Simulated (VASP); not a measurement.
# SiO2 (Ia-3) in VASP: further runs

The runs below take SiO2 through single point, with LDA.

All numbers are computed with VASP 6.6.1; they aren't measurements. Logs are shortened: lines on timing, memory, paths and dates and some standing lists are left out, and cuts for length are marked.

## Step 1: The cell of the first run

Symmetry: Ia-3, No. 206, cubic system. Conventional cell: a = 8.037 Å, b = 8.037 Å, c = 8.037 Å, α = 90.00°, β = 90.00°, γ = 90.00°. Within 2.1 Å of Si (site symmetry 3) lie 4 O at 1.59 to 1.61 Å. Within 2.1 Å of O (site symmetry 2) lie 2 Si at 1.61 Å. Within 2.1 Å of O (site symmetry -3) lie 2 Si at 1.59 Å.

## Step 2: Single point, LDA (10.81 Å³/atom)

The input, INCAR:

```
PREC = Accurate ; ENCUT = 520
EDIFF = 1E-7 ; ISMEAR = 0
SIGMA = 0.02 ; LREAL = Auto
LASPH = T ; NELM = 80
ALGO = Normal ; ISIF = 2
LWAVE = F ; LCHARG = F
GGA = CA ; NBANDS = 82
```

The input, KPOINTS:

```
regular mesh
0
Gamma
  4 4 4
```

The input, POSCAR:

```
SiO2
1.0
   -4.0182564339      4.0182564339      4.0182564339
    4.0182564339     -4.0182564339      4.0182564339
    4.0182564339      4.0182564339     -4.0182564339
Si O
8 16
Direct
    0.5000000000      0.0000000000      0.7720104568
    0.2720104568      0.2720104568      0.2720104568
    0.5000000000      0.0000000000      0.2279895432
    0.7279895432      0.7279895432      0.7279895432
    0.7720104568      0.5000000000      0.0000000000
    0.0000000000      0.2279895432      0.5000000000
    0.2279895432      0.5000000000      0.0000000000
    0.0000000000      0.7720104568      0.5000000000
    0.7063675258      0.9563675258      0.7500000000
    0.7500000000      0.7063675258      0.9563675258
    0.7936324742      0.5436324742      0.2500000000
    0.7500000000      0.2063675258      0.4563675258
    0.0436324742      0.2500000000      0.2936324742
    0.5000000000      0.0000000000      0.0000000000
    0.2500000000      0.7936324742      0.5436324742
    0.4563675258      0.7500000000      0.2063675258
    0.2936324742      0.0436324742      0.2500000000
    0.2063675258      0.4563675258      0.7500000000
    0.9563675258      0.7500000000      0.7063675258
    0.5000000000      0.5000000000      0.5000000000
    0.2500000000      0.2936324742      0.0436324742
    0.0000000000      0.5000000000      0.0000000000
    0.0000000000      0.0000000000      0.5000000000
    0.5436324742      0.2500000000      0.7936324742
```

Potentials or basis: VASP PAW LDA potentials, release 64 (Si, O).

Started as:

```bash
$ cat potpaw_LDA.64/Si/POTCAR potpaw_LDA.64/O/POTCAR > POTCAR
$ mpirun -np 1 vasp_std > vasp.out
```

OUTCAR:

```text
PREC = Accurate
   ENCUT = 520
   EDIFF = 1E-7
   ISMEAR = 0
   LREAL = Auto
   LASPH = T
   NELM = 80
   ISIF = 2
   GGA = CA

 ion  position               nearest neighbor table
   1  0.500  0.000  0.772-  14 1.59   9 1.61  15 1.61  24 1.61   4 2.85   5 2.85   8 2.85
   2  0.272  0.272  0.272-  20 1.59  17 1.61  21 1.61  13 1.61   6 2.85   7 2.85   3 2.85
   3  0.500  0.000  0.228-  14 1.59  12 1.61  17 1.61  16 1.61   2 2.85   6 2.85   7 2.85
   4  0.728  0.728  0.728-  20 1.59  10 1.61   9 1.61  19 1.61   5 2.85   8 2.85   1 2.85
   5  0.772  0.500  0.000-  22 1.59  11 1.61  10 1.61  24 1.61   4 2.85   8 2.85   1 2.85
   6  0.000  0.228  0.500-  23 1.59  18 1.61  12 1.61  13 1.61   2 2.85   7 2.85   3 2.85
   7  0.228  0.500  0.000-  22 1.59  21 1.61  18 1.61  16 1.61   2 2.85   3 2.85   6 2.85
   8  0.000  0.772  0.500-  23 1.59  11 1.61  19 1.61  15 1.61   1 2.85   4 2.85   5 2.85
   9  0.706  0.956  0.750-   1 1.61   4 1.61
  10  0.750  0.706  0.956-   4 1.61   5 1.61
  11  0.794  0.544  0.250-   5 1.61   8 1.61
  12  0.750  0.206  0.456-   3 1.61   6 1.61
  13  0.044  0.250  0.294-   2 1.61   6 1.61
  14  0.500  0.000  0.000-   1 1.59   3 1.59
[... 8 lines left out ...]
  23  0.000  0.000  0.500-   6 1.59   8 1.59
  24  0.544  0.250  0.794-   1 1.61   5 1.61

  LATTYP: Found a body centered cubic cell.
 ALAT       =     8.0365128678

  Lattice vectors:

 A1 = (  -4.0182564339,   4.0182564339,   4.0182564339)
 A2 = (   4.0182564339,  -4.0182564339,   4.0182564339)
 A3 = (   4.0182564339,   4.0182564339,  -4.0182564339)

Analysis of symmetry for initial positions (statically):
=====================================================================
 Subroutine PRICEL returns:
 Original cell was already a primitive cell.

 Routine SETGRP: Setting up the symmetry group for a
 body centered cubic supercell.

 Subroutine GETGRP returns: Found 24 space group operations
 (whereof  6 operations were pure point group operations)
 out of a pool of 48 trial point group operations.

The static configuration has the point symmetry S_6 .
 The point group associated with its full space group is T_h .

Analysis of symmetry for dynamics (positions and initial velocities):
=====================================================================
 Subroutine PRICEL returns:
 Original cell was already a primitive cell.

 Routine SETGRP: Setting up the symmetry group for a
 body centered cubic supercell.

 Subroutine GETGRP returns: Found 24 space group operations
 (whereof  6 operations were pure point group operations)
 out of a pool of 48 trial point group operations.

The dynamic configuration has the point symmetry S_6 .
 The point group associated with its full space group is T_h .

 Subroutine INISYM returns: Found 24 space group operations
 (whereof  6 operations are pure point group operations),
 and found     1 'primitive' translations

----------------------------------------------------------------------------------------

                                     Primitive cell

  volume of cell :     259.5213

  direct lattice vectors                    reciprocal lattice vectors
    -4.018256434  4.018256434  4.018256434     0.000000000  0.124432078  0.124432078
     4.018256434 -4.018256434  4.018256434     0.124432078  0.000000000  0.124432078
     4.018256434  4.018256434 -4.018256434     0.124432078  0.124432078  0.000000000

  length of vectors
     6.959824301  6.959824301  6.959824301     0.175973533  0.175973533  0.175973533

  position of ions in fractional coordinates (direct lattice)
     0.500000000  0.000000000  0.772010457
     0.272010457  0.272010457  0.272010457
     0.500000000  0.000000000  0.227989543
     0.727989543  0.727989543  0.727989543
     0.772010457  0.500000000  0.000000000
     0.000000000  0.227989543  0.500000000
[... 16 lines left out ...]
     0.000000000  0.000000000  0.500000000
     0.543632474  0.250000000  0.793632474

  ion indices of the primitive-cell ions
   primitive index   ion index
                 1           1
                 2           2
                 3           3
                 4           4
                 5           5
                 6           6
[... 16 lines left out ...]
                23          23
                24          24

----------------------------------------------------------------------------------------

 KPOINTS: regular mesh

Automatic generation of k-mesh.
 Grid dimensions read from file:
 generate k-points for:    4    4    4

 Generating k-lattice:

  Cartesian coordinates                     Fractional coordinates (reciprocal lattice)
     0.000000000  0.031108020  0.031108020     0.250000000  0.000000000  0.000000000
     0.031108020  0.000000000  0.031108020     0.000000000  0.250000000  0.000000000
     0.031108020  0.031108020  0.000000000     0.000000000  0.000000000  0.250000000

  Length of vectors
     0.043993383  0.043993383  0.043993383

[... 81 lines left out ...]
  free energy    TOTEN  =      -206.50804785 eV

  energy without entropy =     -206.50804785  energy(sigma->0) =     -206.50804785

 E-fermi :   2.2096     XC(G=0): -10.6909

 val. band max:        2.0976963841   @ k =   0.5000   0.5000   0.5000
 cond. band min:       8.3315813052   @ k =   0.0000   0.0000   0.0000
 fundamental gap:      6.2338849211
 Fermi energy:         2.2095833616

 k-point     1 :       0.0000    0.0000    0.0000
  band No.  band energies     occupation
      1     -17.3129      2.00000
      2     -16.5395      2.00000
      3     -16.0278      2.00000
      4     -16.0278      2.00000
      5     -16.0278      2.00000
      6     -15.5879      2.00000
[... 68 lines left out ...]
     75      12.9614      0.00000
     76      12.9614      0.00000

 k-point     2 :       0.2500    0.0000    0.0000
  band No.  band energies     occupation
      1     -17.1935      2.00000
      2     -16.5736      2.00000
      3     -16.2952      2.00000
      4     -16.2013      2.00000
      5     -15.9606      2.00000
      6     -15.6600      2.00000
[... 68 lines left out ...]
     75      12.4289      0.00000
     76      12.5165      0.00000

 k-point     3 :       0.5000    0.0000    0.0000
  band No.  band energies     occupation
      1     -16.8714      2.00000
      2     -16.8714      2.00000
      3     -16.3780      2.00000
      4     -16.3780      2.00000
      5     -15.8122      2.00000
      6     -15.8122      2.00000
[... 68 lines left out ...]
     75      12.0860      0.00000
     76      12.0860      0.00000

 k-point     4 :       0.2500    0.2500    0.0000
  band No.  band energies     occupation
      1     -16.9713      2.00000
      2     -16.6552      2.00000
      3     -16.5596      2.00000
      4     -16.3520      2.00000
      5     -15.8348      2.00000
      6     -15.6971      2.00000
[... 68 lines left out ...]
     75      11.9452      0.00000
     76      11.9925      0.00000

 k-point     5 :       0.2500    0.2500    0.2500
  band No.  band energies     occupation
      1     -16.6852      2.00000
      2     -16.6852      2.00000
      3     -16.6852      2.00000
      4     -16.6852      2.00000
      5     -15.4887      2.00000
      6     -15.4887      2.00000
[... 68 lines left out ...]
     75      11.7077      0.00000
     76      11.7077      0.00000

 k-point     6 :      -0.2500    0.2500    0.2500
  band No.  band energies     occupation
      1     -17.0787      2.00000
      2     -16.5771      2.00000
      3     -16.4103      2.00000
      4     -16.1523      2.00000
      5     -16.1503      2.00000
      6     -15.7792      2.00000
[... 68 lines left out ...]
     75      12.3327      0.00000
     76      12.3346      0.00000

 k-point     7 :       0.5000    0.5000    0.2500
  band No.  band energies     occupation
      1     -16.7790      2.00000
      2     -16.7730      2.00000
      3     -16.5419      2.00000
      4     -16.2686      2.00000
      5     -16.0230      2.00000
      6     -15.9855      2.00000
[... 68 lines left out ...]
     75      11.7447      0.00000
     76      12.1030      0.00000

 k-point     8 :       0.5000    0.5000    0.5000
  band No.  band energies     occupation
      1     -16.6154      2.00000
      2     -16.6154      2.00000
      3     -16.6154      2.00000
      4     -16.2500      2.00000
      5     -16.2500      2.00000
      6     -16.2500      2.00000
[... 68 lines left out ...]
     75      11.9458      0.00000
     76      11.9458      0.00000
 [bands above 76 left out]

------------------------ aborting loop because EDIFF is reached ----------------------------------------

  FORCE on cell =-STRESS in cart. coord.  units (eV):
  Direction    XX          YY          ZZ          XY          YZ          ZX
  --------------------------------------------------------------------------------------
  -------------------------------------------------------------------------------------
  Total       12.2601144     12.2601144     12.2601144      0.0000000     -0.0000000     -0.0000000
  in kB       75.6888956     75.6888956     75.6888956      0.0000000     -0.0000000     -0.0000000
  external PRESSURE =      75.6888956 kB  Pullay stress =       0.0000000 kB

 VOLUME and BASIS-vectors are now :
 -----------------------------------------------------------------------------
  energy-cutoff  :      520.00
  volume of cell :      259.52
      direct lattice vectors                 reciprocal lattice vectors
    -4.018256434  4.018256434  4.018256434     0.000000000  0.124432078  0.124432078
     4.018256434 -4.018256434  4.018256434     0.124432078  0.000000000  0.124432078
     4.018256434  4.018256434 -4.018256434     0.124432078  0.124432078  0.000000000

 POSITION                                       TOTAL-FORCE (eV/Angst)
 -----------------------------------------------------------------------------------
      1.09301      5.11126     -1.09301        -0.001687     -0.001687      0.001687
      1.09301      1.09301      1.09301        -0.001687     -0.001687     -0.001687
     -1.09301      2.92525      1.09301         0.001687      0.001687     -0.001687
      2.92525      2.92525      2.92525         0.001687      0.001687      0.001687
     -1.09301      1.09301      5.11126         0.001687     -0.001687     -0.001687
      2.92525      1.09301     -1.09301         0.001687     -0.001687      0.001687
[... 16 lines left out ...]
      2.00913      2.00913     -2.00913        -0.000000     -0.000000     -0.000000
      2.00913      4.36891      0.00000        -0.000000     -0.062934     -0.000000
 -----------------------------------------------------------------------------------
    total drift:                                0.000000      0.000000     -0.000000

  FREE ENERGIE OF THE ION-ELECTRON SYSTEM (eV)
  ---------------------------------------------------
  free  energy   TOTEN  =      -206.5080478511 eV

  energy  without entropy=     -206.5080478511  energy(sigma->0) =     -206.50804785
```

Wall time 4.1 min (1 thread of Intel Xeon 6975P-C (Granite Rapids), shared host); peak memory 0.35 GiB.

Results:

| Quantity | Value |
| --- | --- |
| Free energy | -206.5080 eV |
| Pressure | 7.6 GPa |
| Largest force | 0.063 eV/Å |
| Band gap on the k mesh | 6.23 eV (least direct gap 6.35 eV) |

Forces in eV/Å, atoms in the order of the input:
```
Si  -0.002 -0.002  0.002
Si  -0.002 -0.002 -0.002
Si   0.002  0.002 -0.002
Si   0.002  0.002  0.002
Si   0.002 -0.002 -0.002
Si   0.002 -0.002  0.002
Si  -0.002  0.002  0.002
Si  -0.002  0.002 -0.002
O    0.000  0.000  0.063
O    0.063  0.000  0.000
O    0.000  0.000 -0.063
O    0.063  0.000  0.000
O    0.000 -0.063  0.000
O    0.000  0.000  0.000
O   -0.063  0.000  0.000
O    0.000  0.063  0.000
O    0.000  0.000 -0.063
O    0.000  0.000  0.063
O    0.000  0.063  0.000
O    0.000  0.000  0.000
O   -0.063  0.000  0.000
O    0.000  0.000  0.000
O    0.000  0.000  0.000
O    0.000 -0.063  0.000
```

Caveat: the cell stands under pressure. A k mesh can miss the band edges.

## Step 3: Single point, LDA (11.18 Å³/atom)

This run uses another cell than the first one, of 11.18 Å³/atom.

The input, INCAR:

```
SYSTEM = SiO2
  ALGO = Normal
  EDIFF = 1E-7
  ENCUT = 520
  GGA = CA
  ISIF = 2
  ISMEAR = 0
  LASPH = .True.
  LCHARG = .True.
  LELF = .True.
  LREAL = Auto
  LVHAR = .True.
  LWAVE = .False.
  NBANDS = 82
  NELM = 100
  PREC = Accurate
  SIGMA = 0.02
```

The input, KPOINTS:

```
k-points
0
Gamma
  4 4 4
  0 0 0
```

The input, POSCAR:

```
SiO2
1.0
   -4.0634091619      4.0634091619      4.0634091619
    4.0634091619     -4.0634091619      4.0634091619
    4.0634091619      4.0634091619     -4.0634091619
Si O
8 16
Direct
    0.5000000000      0.0000000000      0.7744227539
    0.2744227539      0.2744227539      0.2744227539
    0.5000000000      0.0000000000      0.2255772461
    0.7255772461      0.7255772461      0.7255772461
    0.7744227539      0.5000000000      0.0000000000
    0.0000000000      0.2255772461      0.5000000000
    0.2255772461      0.5000000000      0.0000000000
    0.0000000000      0.7744227539      0.5000000000
    0.7005500883      0.9505500883      0.7500000000
    0.7500000000      0.7005500883      0.9505500883
    0.7994499117      0.5494499117      0.2500000000
    0.7500000000      0.2005500883      0.4505500883
    0.0494499117      0.2500000000      0.2994499117
    0.5000000000      0.0000000000      0.0000000000
    0.2500000000      0.7994499117      0.5494499117
    0.4505500883      0.7500000000      0.2005500883
    0.2994499117      0.0494499117      0.2500000000
    0.2005500883      0.4505500883      0.7500000000
    0.9505500883      0.7500000000      0.7005500883
    0.5000000000      0.5000000000      0.5000000000
    0.2500000000      0.2994499117      0.0494499117
    0.0000000000      0.5000000000      0.0000000000
    0.0000000000      0.0000000000      0.5000000000
    0.5494499117      0.2500000000      0.7994499117
```

Potentials or basis: VASP PAW LDA potentials, release 64 (Si, O).

Started as:

```bash
$ cat potpaw_LDA.64/Si/POTCAR potpaw_LDA.64/O/POTCAR > POTCAR
$ mpirun -np 1 vasp_std > vasp.out
```

It took 3.7 min on 1 thread of Intel Xeon 6975P-C (Granite Rapids), shared host; peak memory 0.34 GiB.

The run converged. Its results:

```
Free energy            : -206.8448 eV
Pressure               : 5.4 GPa
Largest force          : 0.058 eV/Å
Band gap on the k mesh : 6.14 eV (least direct gap 6.24 eV)
```

Forces in eV/Å, atoms in the order of the input:
```
Si  -0.005 -0.005  0.005
Si  -0.005 -0.005 -0.005
Si   0.005  0.005 -0.005
Si   0.005  0.005  0.005
Si   0.005 -0.005 -0.005
Si   0.005 -0.005  0.005
Si  -0.005  0.005  0.005
Si  -0.005  0.005 -0.005
O    0.000  0.000  0.058
O    0.058  0.000  0.000
O    0.000  0.000 -0.058
O    0.058  0.000  0.000
O    0.000 -0.058  0.000
O    0.000  0.000  0.000
O   -0.058  0.000  0.000
O    0.000  0.058  0.000
O    0.000  0.000 -0.058
O    0.000  0.000  0.058
O    0.000  0.058  0.000
O    0.000  0.000  0.000
O   -0.058  0.000  0.000
O    0.000  0.000  0.000
O    0.000  0.000  0.000
O    0.000 -0.058  0.000
```

Levels at points of the mesh, in eV from the valence-band top:
```
           k point  band 60  band 61  band 62  band 63  band 64  band 65  band 66  band 67  band 68  band 69
(0.00, 0.00, 0.00)    -0.48    -0.48    -0.10    -0.10    -0.10     6.14     7.60     7.88     7.88     9.36
(0.50, 0.00, 0.00)    -0.35    -0.20    -0.20    -0.13    -0.13     7.89     7.89     8.90     8.90     9.01
(0.50, 0.50, 0.50)    -0.09    -0.09    -0.09     0.00     0.00     8.56     8.56     8.56     8.69     8.69
```

Caveat: the cell stands under pressure. A k mesh can miss the band edges.

## Step 4: Single point, LDA (11.55 Å³/atom)

This run uses another cell than the first one, of 11.55 Å³/atom.

The input, INCAR:

```
ALGO = Normal ; EDIFF = 1E-6
ENCUT = 520 ; GGA = CA
ISIF = 2 ; ISMEAR = 0
LASPH = True ; LCHARG = False
LREAL = Auto ; LWAVE = False
NBANDS = 82 ; NELM = 60
PREC = Accurate ; SIGMA = 0.02
```

The input, KPOINTS:

```
k-points
0
Gamma
  4 4 4
```

The input, POSCAR:

```
SiO2
1.0
   -4.1075801133      4.1075801133      4.1075801133
    4.1075801133     -4.1075801133      4.1075801133
    4.1075801133      4.1075801133     -4.1075801133
Si O
8 16
Direct
    0.5000000000      0.0000000000      0.7767817226
    0.2767817226      0.2767817226      0.2767817226
    0.5000000000      0.0000000000      0.2232182774
    0.7232182774      0.7232182774      0.7232182774
    0.7767817226      0.5000000000      0.0000000000
    0.0000000000      0.2232182774      0.5000000000
    0.2232182774      0.5000000000      0.0000000000
    0.0000000000      0.7767817226      0.5000000000
    0.6947306244      0.9447306244      0.7500000000
    0.7500000000      0.6947306244      0.9447306244
    0.8052693756      0.5552693756      0.2500000000
    0.7500000000      0.1947306244      0.4447306244
    0.0552693756      0.2500000000      0.3052693756
    0.5000000000      0.0000000000      0.0000000000
    0.2500000000      0.8052693756      0.5552693756
    0.4447306244      0.7500000000      0.1947306244
    0.3052693756      0.0552693756      0.2500000000
    0.1947306244      0.4447306244      0.7500000000
    0.9447306244      0.7500000000      0.6947306244
    0.5000000000      0.5000000000      0.5000000000
    0.2500000000      0.3052693756      0.0552693756
    0.0000000000      0.5000000000      0.0000000000
    0.0000000000      0.0000000000      0.5000000000
    0.5552693756      0.2500000000      0.8052693756
```

Started as:

```bash
$ cat potpaw_LDA.64/Si/POTCAR potpaw_LDA.64/O/POTCAR > POTCAR
$ mpirun -np 1 vasp_std > vasp.out
```

Run time: 3.1 min. Hardware: 1 thread of Intel Xeon 6975P-C (Granite Rapids), shared host; peak memory 0.35 GiB.

Results (log left out):

* Free energy: -207.0753 eV
* Pressure: 3.7 GPa
* Largest force: 0.052 eV/Å
* Band gap on the k mesh: 6.05 eV (least direct gap 6.12 eV)

Forces in eV/Å, atoms in the order of the input:
```
Si  -0.008 -0.008  0.008
Si  -0.008 -0.008 -0.008
Si   0.008  0.008 -0.008
Si   0.008  0.008  0.008
Si   0.008 -0.008 -0.008
Si   0.008 -0.008  0.008
Si  -0.008  0.008  0.008
Si  -0.008  0.008 -0.008
O    0.000  0.000  0.052
O    0.052  0.000  0.000
O    0.000  0.000 -0.052
O    0.052  0.000  0.000
O    0.000 -0.052  0.000
O    0.000  0.000  0.000
O   -0.052  0.000  0.000
O    0.000  0.052  0.000
O    0.000  0.000 -0.052
O    0.000  0.000  0.052
O    0.000  0.052  0.000
O    0.000  0.000  0.000
O   -0.052  0.000  0.000
O    0.000  0.000  0.000
O    0.000  0.000  0.000
O    0.000 -0.052  0.000
```

Levels at points of the mesh, in eV from the valence-band top:
```tsv
k point	band 61	band 62	band 63	band 64	band 65	band 66	band 67	band 68
(0.00, 0.00, 0.00)	-0.41	-0.08	-0.08	-0.08	6.05	7.69	8.05	8.05
(0.50, 0.00, 0.00)	-0.17	-0.17	-0.10	-0.10	7.75	7.75	8.87	8.87
(0.50, 0.50, 0.50)	-0.05	-0.05	0.00	0.00	8.52	8.52	8.52	8.57
```

Caveat: the cell stands under pressure. A k mesh can miss the band edges.

## Step 5: Summary

| cell | gap on the mesh (eV) | pressure (GPa) | largest force (eV/Å) |
| --- | --- | --- | --- |
| a = 6.960 Å, angles 109.5°, 24 atoms, atomic positions A | 6.23 | 7.6 | 0.06 |
| a = 7.038 Å, angles 109.5°, 24 atoms, atomic positions B | 6.14 | 5.4 | 0.06 |
| a = 7.115 Å, angles 109.5°, 24 atoms, atomic positions C | 6.05 | 3.7 | 0.05 |

Alike in all rows: task single point; level LDA; potentials or basis VASP PAW LDA potentials, release 64 (Si, O); no spin polarisation; k mesh 4 × 4 × 4; cutoff (eV) 520; smearing gaussian 0.02 eV.

Caveats: the cell stands under pressure.

Total energies depend on the potentials used, so only differences within one code and one set of settings carry meaning.
